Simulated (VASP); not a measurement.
# HW8C8O in VASP: notebook, part 2 of 2

VASP 6.6.1.

## (3) Single point, r2SCAN

Contents of POSCAR:

```
HW8C8O
1.0
    5.8016000000      0.0000000000      0.0000000000
   -2.9008000000      5.0243330000      0.0000000000
    0.0000000000      0.0000000000     17.2442500000
W C O H
8 8 1 1
Direct
    0.0000000000      0.0000000000      0.0579903446
    0.0003898718      0.0001592251      0.2233266161
    0.0000033338      0.5000066676      0.0579903446
    0.0002691682      0.4999867644      0.2234657929
    0.5000000000      0.0000000000      0.0579903446
    0.5002958806      0.0005572879      0.2234831900
    0.5000033338      0.5000066676      0.0579903446
    0.5001371313      0.4996882173      0.2233498123
    0.3335988500      0.1663703421      0.1323571625
    0.3319039449      0.1652557663      0.2991721878
    0.3343103144      0.6666556536      0.1317714601
    0.3297759848      0.6654813684      0.2994795367
    0.8341074262      0.1666290829      0.1319802253
    0.8332529313      0.1685397843      0.2998680720
    0.8333532544      0.6672925541      0.1317888572
    0.8313699452      0.6661182688      0.2988300448
    0.1079610499      0.4375506162      0.3908143294
    0.1459517692      0.3422344817      0.4307290836
```

Contents of INCAR.step1:

```
SYSTEM = HW8C8O
PREC = Accurate
ENCUT = 520
ISMEAR = -1
SIGMA = 0.05
LREAL = Auto
LASPH = .True.
NELM = 100
NBANDS = 90
GGA = PE
ALGO = Normal
EDIFF = 1E-4
LWAVE = .True.
LCHARG = .False.
```

Contents of INCAR.step2:

```
SYSTEM = HW8C8O
PREC = Accurate
ENCUT = 520
EDIFF = 1E-6
ISMEAR = -1
SIGMA = 0.05
LREAL = Auto
LASPH = .True.
NELM = 100
ALGO = Normal
ISIF = 2
LWAVE = .False.
LCHARG = .True.
METAGGA = R2SCAN
LMIXTAU = .True.
LELF = .True.
LVHAR = .True.
NBANDS = 90
ISTART = 1
```

Contents of KPOINTS:

```
Automatic mesh
0
Gamma
  2 2 1
  0 0 0
```

Potentials or basis: VASP PAW PBE potentials, release 64 (W_sv, C, O, H).

The run is started by

```bash
> cat potpaw_PBE.64/W_sv/POTCAR potpaw_PBE.64/C/POTCAR potpaw_PBE.64/O/POTCAR potpaw_PBE.64/H/POTCAR > POTCAR
> cp INCAR.step1 INCAR
> mpirun -np 1 vasp_std > vasp.out
> cp INCAR.step2 INCAR
> mpirun -np 1 vasp_std > vasp.out
```

OUTCAR:

```text
SYSTEM = HW8C8O
   PREC = Accurate
   ENCUT = 520
   EDIFF = 1E-6
   ISMEAR = -1
   LREAL = Auto
   LASPH = .True.
   NELM = 100
   ISIF = 2
   METAGGA = R2SCAN
   ISTART = 1

 ion  position               nearest neighbor table
   1  0.000  0.000  0.058-  15 2.10  13 2.10   9 2.11   2 2.85   7 2.90   3 2.90   5 2.90   5 2.90
                             3 2.90   7 2.90
   2  0.000  0.000  0.223-  10 2.12  16 2.12  14 2.14   9 2.29  13 2.30  15 2.30   1 2.85   8 2.90
                             6 2.90   4 2.90   4 2.90   6 2.90   8 2.90
   3  0.000  0.500  0.058-  13 2.11  15 2.11  11 2.11   4 2.85   5 2.90   1 2.90   7 2.90   7 2.90
                             1 2.90   5 2.90
   4  0.000  0.500  0.223-  12 2.11  14 2.12  16 2.13  13 2.30  11 2.31  15 2.31   3 2.85   6 2.90
                             2 2.90   8 2.90   8 2.90   2 2.90   6 2.90
   5  0.500  0.000  0.058-  11 2.10   9 2.11  13 2.11   6 2.85   3 2.90   7 2.90   1 2.90   1 2.90
                             7 2.90   3 2.90
   6  0.500  0.001  0.223-  10 2.12  14 2.13  12 2.13   9 2.29  13 2.30  11 2.31   5 2.85   8 2.90
                             4 2.90   2 2.90   2 2.90   4 2.90   8 2.91
   7  0.500  0.500  0.058-  11 2.10  15 2.10   9 2.11   8 2.85   1 2.90   5 2.90   3 2.90   3 2.90
                             5 2.90   1 2.90
[... 219 lines left out ...]
      3     -75.6904      2.00000
      4     -75.6804      2.00000
      5     -75.3846      2.00000
      6     -75.3193      2.00000
[... 349 lines left out ...]
     86       2.3392      0.00000
     87       2.3931      0.00000
 [bands above 87 left out]

------------------------ aborting loop because EDIFF is reached ----------------------------------------

  FORCE on cell =-STRESS in cart. coord.  units (eV):
  Direction    XX          YY          ZZ          XY          YZ          ZX
  --------------------------------------------------------------------------------------
  -------------------------------------------------------------------------------------
  Total       -7.1212680     -8.6575554    -19.6211905     -1.2124241      0.4164641      0.6068636
  in kB      -22.6985128    -27.5953149    -62.5410876     -3.8645118      1.3274485      1.9343328
  external PRESSURE =     -37.6116384 kB  Pullay stress =       0.0000000 kB

 VOLUME and BASIS-vectors are now :
 -----------------------------------------------------------------------------
  energy-cutoff  :      520.00
  volume of cell :      502.66
      direct lattice vectors                 reciprocal lattice vectors
     5.801600000  0.000000000  0.000000000     0.172366244  0.099515697  0.000000000
    -2.900800000  5.024333000  0.000000000     0.000000000  0.199031394  0.000000000
     0.000000000  0.000000000 17.244250000     0.000000000  0.000000000  0.057990345

 POSITION                                       TOTAL-FORCE (eV/Angst)
 -----------------------------------------------------------------------------------
      0.00000      0.00000      1.00000         0.050446      0.006913     -0.628137
      0.00180      0.00080      3.85110         0.204199      0.102809      3.298760
     -1.45040      2.51220      1.00000         0.081709     -0.023633     -0.410730
     -1.44880      2.51210      3.85350        -0.640224      0.291573      2.726555
      2.90080      0.00000      1.00000        -0.010506      0.028053     -0.605483
      2.90090      0.00280      3.85380        -0.799868      0.661714      3.545304
[... 10 lines left out ...]
     -0.64290      2.19840      6.73930        -1.266177      0.503024     -1.272954
     -0.14600      1.71950      7.42760         0.767902      0.126080     -0.287123
 -----------------------------------------------------------------------------------
    total drift:                               -0.015867     -0.010865      0.048409

  FREE ENERGIE OF THE ION-ELECTRON SYSTEM (eV)
  ---------------------------------------------------
  free  energy   TOTEN  =      -483.3613470190 eV

  energy  without entropy=     -483.2875619197  energy(sigma->0) =     -483.32445447
```

OUTCAR.step1:

```text
SYSTEM = HW8C8O
   PREC = Accurate
   ENCUT = 520
   ISMEAR = -1
   LREAL = Auto
   LASPH = .True.
   NELM = 100
[... 620 lines left out ...]
      2.90090      0.00280      3.85380        -0.710770      0.580444      3.268086
[... 10 lines left out ...]
     -0.64290      2.19840      6.73930        -1.472249      0.665963     -1.359263
     -0.14600      1.71950      7.42760         0.959657     -0.098000      0.027891
 -----------------------------------------------------------------------------------
    total drift:                               -0.010348     -0.012945      0.018725

  FREE ENERGIE OF THE ION-ELECTRON SYSTEM (eV)
  ---------------------------------------------------
  free  energy   TOTEN  =      -170.2891169495 eV

  energy  without entropy=     -170.2188407953  energy(sigma->0) =     -170.25397887
```

It took 17 min on 1 thread of AMD EPYC 9R45 (Zen 5), shared host; peak memory 0.74 GiB.

What came out:

- Free energy: -483.3613 eV
- Largest force: 3.861 eV/Å
- Band gap on the k mesh: zero (an odd number of electrons rules out a gap without spin polarisation)

Forces on the atoms (eV/Å):
```
W    0.050  0.007 -0.628
W    0.204  0.103  3.299
W    0.082 -0.024 -0.411
W   -0.640  0.292  2.727
W   -0.011  0.028 -0.605
W   -0.800  0.662  3.545
W    0.006 -0.043 -0.579
W    0.179 -0.234  3.208
C    0.107 -0.088  0.809
C    0.030  0.080 -3.628
C   -0.050 -0.037  0.882
C    0.044 -1.574 -1.982
C   -0.008 -0.010  0.773
C    0.918  0.565 -2.776
C   -0.039  0.042  0.744
C    0.425 -0.398 -3.817
O   -1.266  0.503 -1.273
H    0.768  0.126 -0.287
```

Caveat: the k points lie up to 0.63 Å⁻¹ apart, too coarse for converged energies and pressures of a metal; there is no dipole correction, which matters where the two faces differ; the PAW data sets were made with another functional, which shifts forces and pressure a little; spin-orbit coupling is left out, which moves the levels of the heavy elements; an odd number of electrons without spin polarisation forces a metal; a magnetic or distorted state may lie lower.

## (4) Single point, r2SCAN

Contents of POSCAR:

```
HW8C8O
1.0
    5.8016000000      0.0000000000      0.0000000000
   -2.9008000000      5.0243330000      0.0000000000
    0.0000000000      0.0000000000     17.2442500000
W C O H
8 8 1 1
Direct
    0.0000000000      0.0000000000      0.0579903446
    0.0014711606      0.0002189345      0.2241674761
    0.0000033338      0.5000066676      0.0579903446
   -0.0008515440      0.5008824057      0.2235527785
    0.5000000000      0.0000000000      0.0579903446
    0.4990346602      0.0033437274      0.2244458298
    0.5000033338      0.5000066676      0.0579903446
    0.5009971506      0.4983746101      0.2240051032
    0.3399205444      0.1641212873      0.1451614306
    0.3379675617      0.1606979474      0.2934137466
    0.3335748555      0.6677702294      0.1436536817
    0.3096791983      0.6272872439      0.3111703901
    0.8331615553      0.1670470488      0.1428766110
    0.8699680148      0.1821933379      0.3030169477
    0.8338736829      0.6655410778      0.1412296853
    0.8296555950      0.6554501861      0.2890586717
    0.0902213501      0.4503682379      0.3333864911
    0.2225672786      0.2670802274      0.3149687577
```

Contents of INCAR.step1:

```
ALGO     = Normal         # electronic algorithm
EDIFF    = 1E-4           # SCF threshold, eV
ENCUT    = 520            # plane-wave cutoff, eV
GGA      = PE             # functional
ISMEAR   = -1             # smearing method
LASPH    = True           # aspherical terms in the spheres
LCHARG   = False          # write CHGCAR
LREAL    = Auto         
LWAVE    = True           # write WAVECAR
NBANDS   = 90             # bands
NELM     = 60             # most SCF steps
PREC     = Accurate       # precision mode
SIGMA    = 0.05           # smearing width, eV
```

Contents of INCAR.step2:

```
ALGO     = Normal         # electronic algorithm
EDIFF    = 1E-7           # SCF threshold, eV
ENCUT    = 520            # plane-wave cutoff, eV
ISIF     = 2              # what is computed and relaxed
ISMEAR   = -1             # smearing method
ISTART   = 1            
LASPH    = True           # aspherical terms in the spheres
LCHARG   = False          # write CHGCAR
LMIXTAU  = True         
LREAL    = Auto         
LWAVE    = False          # write WAVECAR
METAGGA  = R2SCAN         # meta-GGA
NBANDS   = 90             # bands
NELM     = 60             # most SCF steps
PREC     = Accurate       # precision mode
SIGMA    = 0.05           # smearing width, eV
```

Contents of KPOINTS:

```
k-points
0
Gamma
  2 2 1
```

The run is started by

```bash
> cat potpaw_PBE.64/W_sv/POTCAR potpaw_PBE.64/C/POTCAR potpaw_PBE.64/O/POTCAR potpaw_PBE.64/H/POTCAR > POTCAR
> cp INCAR.step1 INCAR
> mpirun -np 1 vasp_std > vasp.out
> cp INCAR.step2 INCAR
> mpirun -np 1 vasp_std > vasp.out
```

It took 22 min on 1 thread of AMD EPYC 9R45 (Zen 5), shared host; peak memory 0.75 GiB.

The run converged. Its results:

```yaml
Free_energy: -483.6406 eV
Largest_force: 8.686 eV/Å
Band_gap_on_the_k_mesh: zero (an odd number of electrons rules out a gap without spin polarisation)
```

Forces on the atoms (eV/Å):
```
W   -0.098  0.036  1.661
W    0.360 -1.360  0.553
W    0.133 -0.115  1.973
W   -0.533 -0.176 -2.910
W    0.119 -0.008  1.925
W   -0.036 -0.255  1.933
W   -0.172  0.074  1.661
W    1.242 -0.066 -0.011
C   -0.030  0.134 -2.624
C   -1.723  1.121  0.768
C    0.082  0.263 -2.119
C    3.628  3.740 -3.899
C   -0.042  0.068 -2.140
C   -0.413 -0.613 -2.179
C    0.107 -0.151 -2.448
C   -1.198  1.166 -0.143
O   -4.252 -1.953  7.318
H    2.829 -1.905  0.677
```

Levels at points of the mesh, in eV from the Fermi level:
| k point | band 72 | band 73 | band 74 | band 75 | band 76 | band 77 | band 78 | band 79 | band 80 | band 81 |
| --- | --- | --- | --- | --- | --- | --- | --- | --- | --- | --- |
| (0.00, 0.00, 0.00) | -0.28 | 0.00 | 0.03 | 0.08 | 0.14 | 0.25 | 0.88 | 1.25 | 1.95 | 2.04 |
| (0.50, 0.00, 0.00) | -1.40 | -1.15 | -0.99 | -0.87 | -0.26 | -0.13 | 0.81 | 1.11 | 1.18 | 1.33 |
| (0.00, 0.50, 0.00) | -1.36 | -1.34 | -1.05 | -0.91 | -0.33 | 0.21 | 0.88 | 1.12 | 1.25 | 1.35 |
| (0.50, 0.50, 0.00) | -1.41 | -1.30 | -1.18 | -0.89 | -0.59 | 0.74 | 1.05 | 1.18 | 1.27 | 1.32 |

Caveat: the k points lie up to 0.63 Å⁻¹ apart, too coarse for converged energies and pressures of a metal; there is no dipole correction, which matters where the two faces differ; the PAW data sets were made with another functional, which shifts forces and pressure a little; spin-orbit coupling is left out, which moves the levels of the heavy elements; an odd number of electrons without spin polarisation forces a metal; a magnetic or distorted state may lie lower.

## (5) Summary

```tsv
cell	gap on the mesh (eV)	largest force (eV/Å)
as given, atomic positions A	none	6.00
as given, atomic positions B	none	3.86
as given, atomic positions C	none	8.69
```

Alike in all rows: task single point; level r2SCAN; potentials or basis VASP PAW PBE potentials, release 64 (W_sv, C, O, H); no spin polarisation; k mesh 2 × 2 × 1; cutoff (eV) 520; smearing fermi-dirac 0.05 eV.

Caveats: all runs use coarse meshes; there is no dipole correction, which matters where the two faces differ; the PAW data sets were made with another functional, which shifts forces and pressure a little; spin-orbit coupling is left out, which moves the levels of the heavy elements; an odd number of electrons without spin polarisation forces a metal; a magnetic or distorted state may lie lower.

Total energies depend on the potentials used, so only differences within one code and one set of settings carry meaning.
